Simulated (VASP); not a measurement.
# Ge (I4_1/amd) in VASP: phonons with r2SCAN

Aim: the phonons of Ge with r2SCAN.

Everything below comes from runs of VASP 6.6.1. Logs are shortened: lines on timing, memory, paths and dates and some standing lists are left out, and cuts for length are marked.

**1. The cell of the first run**

The structure is tetragonal, space group I4_1/amd (No. 141). Conventional cell: a = 4.013 Å, b = 4.013 Å, c = 5.647 Å, α = 90.00°, β = 90.00°, γ = 90.00°. Ge (site symmetry -4m2) has 4 Ge at 2.45 Å within 3.2 Å.

**2. Phonons, r2SCAN**

INCAR reads:

```
PREC = Accurate ; ENCUT = 520
EDIFF = 1E-8 ; ISMEAR = 0
SIGMA = 0.01 ; LREAL = F
LASPH = T ; NELM = 80
ALGO = Normal ; ISIF = 2
LWAVE = F ; LCHARG = F
METAGGA = R2SCAN ; LMIXTAU = T
NBANDS = 21 ; IBRION = 6
NFREE = 2 ; POTIM = 0.015
NSW = 1
```

KPOINTS reads:

```
Automatic mesh
0
Gamma
  12 12 12
```

POSCAR reads:

```
Ge
1.0
    0.0000000000      2.8375046877      2.8233171643
    2.8375046877      0.0000000000      2.8233171643
    2.8375046877      2.8375046877      0.0000000000
Ge
2
Direct
    0.0000000000      0.0000000000      0.0000000000
    0.2500000000      0.2500000000      0.2500000000
```

Potentials or basis: VASP PAW PBE potentials, release 64 (Ge_d).

Started as:

```sh
$ cat potpaw_PBE.64/Ge_d/POTCAR > POTCAR
$ mpirun -np 1 vasp_std > vasp.out
```

OUTCAR:

```text
PREC = Accurate
   ENCUT = 520
   EDIFF = 1E-8
   ISMEAR = 0
   LREAL = F
   LASPH = T
   NELM = 80
   ISIF = 2
   METAGGA = R2SCAN
   IBRION = 6
   NFREE = 2
   POTIM = 0.015
   NSW = 1

 ion  position               nearest neighbor table
   1  0.000  0.000  0.000-   2 2.45   2 2.45   2 2.45   2 2.45
   2  0.250  0.250  0.250-   1 2.45   1 2.45   1 2.45   1 2.45

  LATTYP: Found a body centered tetragonal cell.
 ALAT       =     4.0128376126
 C/A-ratio  =     1.4071424946

  Lattice vectors:

 A1 = (   0.0000000000,  -2.8375046877,  -2.8233171643)
 A2 = (   0.0000000000,   2.8375046877,  -2.8233171643)
 A3 = (   2.8375046877,   0.0000000000,   2.8233171643)

Analysis of symmetry for initial positions (statically):
=====================================================================
 Subroutine PRICEL returns:
 Original cell was already a primitive cell.

 Routine SETGRP: Setting up the symmetry group for a
 body centered tetragonal supercell.

 Subroutine GETGRP returns: Found 16 space group operations
 (whereof  8 operations were pure point group operations)
 out of a pool of 16 trial point group operations.

The static configuration has the point symmetry D_2d.
 The point group associated with its full space group is D_4h.

Analysis of symmetry for dynamics (positions and initial velocities):
=====================================================================
 Subroutine PRICEL returns:
 Original cell was already a primitive cell.

 Routine SETGRP: Setting up the symmetry group for a
 body centered tetragonal supercell.

 Subroutine GETGRP returns: Found 16 space group operations
 (whereof  8 operations were pure point group operations)
 out of a pool of 16 trial point group operations.

The dynamic configuration has the point symmetry D_2d.
 The point group associated with its full space group is D_4h.

 Subroutine INISYM returns: Found 16 space group operations
 (whereof  8 operations are pure point group operations),
 and found     1 'primitive' translations

----------------------------------------------------------------------------------------

                                     Primitive cell
[... 148 lines left out ...]
  -------------------------------------------------------------------------------------
  Total        0.0759173      0.0759173      0.1931244      0.0000000      0.0000000      0.0000000
  in kB        2.6753989      2.6753989      6.8058883      0.0000000      0.0000000      0.0000000
  external PRESSURE =       4.0522287 kB  Pullay stress =       0.0000000 kB
[... 131 lines left out ...]
--------------------------------------- Ionic step        5  -------------------------------------------

 number of electron      28.0000015 magnetization

 Free energy of the ion-electron system (eV)
  ---------------------------------------------------
  ext. energy  EPLUGINS =         0.00000000
  ---------------------------------------------------
  free energy    TOTEN  =       -27.74246979 eV

  energy without entropy =      -27.74246979  energy(sigma->0) =      -27.74246979

 E-fermi :   4.9018     XC(G=0): -10.7984

 val. band max:        4.8209771574   @ k =   0.0000   0.0000   0.0000
 cond. band min:       5.1246128125   @ k =   0.0000   0.0000   0.0000
 fundamental gap:      0.3036356551
 Fermi energy:         4.9018328868

 k-point     1 :       0.0000    0.0000    0.0000
  band No.  band energies     occupation
      1     -20.7315      2.00000
      2     -20.7296      2.00000
      3     -20.7247      2.00000
      4     -20.6898      2.00000
      5     -20.6892      2.00000
      6     -20.4765      2.00000
[... 565 lines left out ...]
     20      14.9913      0.00000
     21      15.7929      0.00000

 [... further k-points ...]

------------------------ aborting loop because EDIFF is reached ----------------------------------------

  FORCE on cell =-STRESS in cart. coord.  units (eV):
  Direction    XX          YY          ZZ          XY          YZ          ZX
  --------------------------------------------------------------------------------------
  -------------------------------------------------------------------------------------
  Total        0.0791328      0.0791328      0.1953523     -0.1289747      0.0000000      0.0000000
  in kB        2.7887147      2.7887147      6.8844042     -4.5451934      0.0000000      0.0000000
  external PRESSURE =       4.1539445 kB  Pullay stress =       0.0000000 kB
[... 17 lines left out ...]
  FREE ENERGIE OF THE ION-ELECTRON SYSTEM (eV)
  ---------------------------------------------------
  free  energy   TOTEN  =       -27.7424697879 eV

  energy  without entropy=      -27.7424697879  energy(sigma->0) =      -27.74246979

 INTERNAL STRAIN TENSORS FROM DISPLACED ATOMS
 ============================================

 INTERNAL STRAIN TENSOR FOR ION    1 for displacements in x,y,z  (eV/Angst):
          X           Y           Z          XY          YZ          ZX
  --------------------------------------------------------------------------------
  x     0.00000     0.00000     0.00000     0.00000     8.52828     0.00000
  y     0.00000     0.00000     0.00000     0.00000     0.00000     8.52822
  z     0.00000     0.00000     0.00000     8.58045     0.00000     0.00000

 INTERNAL STRAIN TENSOR FOR ION    2 for displacements in x,y,z  (eV/Angst):
          X           Y           Z          XY          YZ          ZX
  --------------------------------------------------------------------------------
  x     0.00000     0.00000     0.00000     0.00000    -8.52828     0.00000
  y     0.00000     0.00000     0.00000     0.00000     0.00000    -8.52822
  z     0.00000     0.00000     0.00000    -8.58045     0.00000     0.00000

 Eigenvectors and eigenvalues of the dynamical matrix
 ----------------------------------------------------

   1 f  =    8.918606 THz    56.037252 2PiTHz  297.492661 cm-1    36.884372 meV
             X         Y         Z           dx          dy          dz
      0.000000  0.000000  0.000000     0.000000    0.000000   -0.707107
      1.418752  1.418752  1.411659     0.000000    0.000000    0.707107
[... 21 lines left out ...]
   6 f  =    0.000000 THz     0.000000 2PiTHz    0.000000 cm-1     0.000000 meV
             X         Y         Z           dx          dy          dz
      0.000000  0.000000  0.000000     0.000000    0.000000    0.707107
      1.418752  1.418752  1.411659     0.000000    0.000000    0.707107

 ELASTIC MODULI CONTR FROM IONIC RELAXATION (kBar)
 Direction    XX          YY          ZZ          XY          YZ          ZX
 --------------------------------------------------------------------------------
 XX           0.0000      0.0000      0.0000      0.0000      0.0000      0.0000
 YY           0.0000      0.0000      0.0000      0.0000      0.0000      0.0000
 ZZ           0.0000      0.0000      0.0000      0.0000      0.0000      0.0000
 XY           0.0000      0.0000      0.0000   -219.5880      0.0000      0.0000
 YZ           0.0000      0.0000      0.0000      0.0000   -217.2018      0.0000
 ZX           0.0000      0.0000      0.0000      0.0000      0.0000   -217.1986
 --------------------------------------------------------------------------------
```

Wall time 2.9 h (1 thread of Oxide Virtual Turin-like, shared host); peak memory 0.61 GiB.

What came out:

```yaml
Highest_phonon_frequency_at_Γ: 297 cm⁻¹
```

Phonon frequencies in cm⁻¹ (negative: imaginary):
```tsv
q point	frequencies
(0.000, 0.000, 0.000)	0 0 0 297 297 297
```

Caveat: the PAW data sets were made with another functional, which shifts forces and pressure a little.
